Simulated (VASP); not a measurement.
**GaP: single point with revPBE**

GaP:

```
Ga P
1.0
     0.00000    2.66962    2.66962
     2.66962    0.00000    2.66962
     2.66962    2.66962    0.00000
Ga P
1 1
Direct
  0.00000 0.00000 0.00000
  0.75000 0.75000 0.75000
```

| Quantity | Value |
| --- | --- |
| Program | VASP 6.6.1 |
| Task | single point |
| Functional | revPBE |
| Potentials or basis | VASP PAW PBE potentials, release 64 (Ga_d, P) |
| Cutoff | 520 eV |
| k mesh | 8 × 8 × 8 |
| Occupations | fermi-dirac, width 0.05 eV |
| Spin | no spin polarisation |
| Dipole correction | no |
| Further INCAR settings | ALGO = Normal; EDIFF = 1e-06; NBANDS = 16 |

```json
{
  "Pressure": "10.2 GPa",
  "Band gap on the k mesh": "1.58 eV, indirect (least direct gap 2.45 eV)"
}
```

Levels at points of the mesh, in eV from the valence-band top:
| k point | band 6 | band 7 | band 8 | band 9 | band 10 | band 11 | band 12 | band 13 |
| --- | --- | --- | --- | --- | --- | --- | --- | --- |
| (0.00, 0.00, 0.00) | -12.95 | 0.00 | 0.00 | 0.00 | 2.45 | 3.88 | 3.88 | 3.88 |
| (0.50, 0.00, 0.00) | -10.68 | -6.97 | -1.21 | -1.21 | 1.93 | 4.71 | 4.71 | 8.50 |
| (0.50, 0.50, 0.00) | -9.70 | -7.02 | -2.90 | -2.90 | 1.58 | 1.80 | 11.09 | 11.09 |

It took 21 s on 1 thread of Intel Xeon 8259CL, on a shared host, peak memory 0.16 GiB.

Caveat: the PAW data sets were made with another functional, which shifts forces and pressure a little. A k mesh can miss the band edges.
